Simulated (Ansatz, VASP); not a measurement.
Two plane-wave programs on Cr

The input INCAR:

```
SYSTEM = Cr
PREC     = Accurate       ! precision mode
ENCUT    = 520            ! plane-wave cutoff, eV
EDIFF    = 1E-6           ! SCF threshold, eV
ISMEAR   = -1             ! smearing method
SIGMA    = 0.1            ! smearing width, eV
LREAL    = .False.        ! projectors in reciprocal space
LASPH    = .True.         ! aspherical terms in the spheres
NELM     = 80             ! most SCF steps
ALGO     = Normal         ! electronic algorithm
ISIF     = 2              ! what is computed and relaxed
LWAVE    = .False.        ! write WAVECAR
LCHARG   = .False.        ! write CHGCAR
GGA      = CA             ! functional
NBANDS   = 19             ! bands
```

The input KPOINTS:

```
regular mesh
0
Gamma
  17 17 8
  0 0 0
```

POSCAR

```
Cr
1.0
    2.4030851793      0.0000000000      0.0000000000
   -1.2015425897      2.0811328127      0.0000000000
    0.0000000000      0.0000000000      4.2866676921
Cr
2
Direct
    0.3333333333      0.6666666667      0.2500000000
    0.6666666667      0.3333333333      0.7500000000
```

Input for Ansatz:

```yaml
crystal:
  lattice:
    - [2.4030851793, 0.0, 0.0]
    - [-1.2015425897, 2.0811328127, 0.0]
    - [0.0, 0.0, 4.2866676921]
  atoms:
    - { symbol: Cr, position: [0.3333333333, 0.6666666667, 0.25] }
    - { symbol: Cr, position: [0.6666666667, 0.3333333333, 0.75] }
hamiltonian:
  xc: lda
  pseudopotentials:
    kind: paw
    azcp:
      Cr: "pseudopotentials/Cr.paw.azcp"
basis:
  ecutwfc: 420
  fft_grid_basis: typed
kpoints:
  mp_grid: { grid: [17, 17, 8], shift: [0, 0, 0] }
magnetization:
  spin_polarized: false
scf:
  occupations: { method: fermi_dirac, width: 0.1 }
  lower_state_search: "off"
output:
  stress: true
```

Alike in both runs: task single point; functional LDA; k mesh 17 × 17 × 8; occupations fermi-dirac, width 0.1 eV; no spin polarisation.

|  | VASP | Ansatz |
| --- | --- | --- |
| version | VASP 6.6.1 | Ansatz 0.2.0 |
| potentials or method | VASP PAW LDA potentials, release 64 (Cr_pv), cutoff 520 eV | plane waves (420 eV) with PAW, scalar-relativistic |
| valence electrons in the cell | 24 | 28 |

```csv
,VASP,Ansatz,Ansatz less VASP
pressure (GPa),12.4,12.2,-0.20
"traceless stress, the component that is largest in VASP (GPa)",-0.82,-0.73,+0.097
```

Ansatz warns that its potentials were made for another functional, while VASP's fit it. LDA's correlation is that of Perdew and Zunger in VASP and of Perdew and Wang (1992) in Ansatz. VASP's potentials hold 24 valence electrons a cell and Ansatz's 28, so a difference there can come from the potentials and not from the codes.
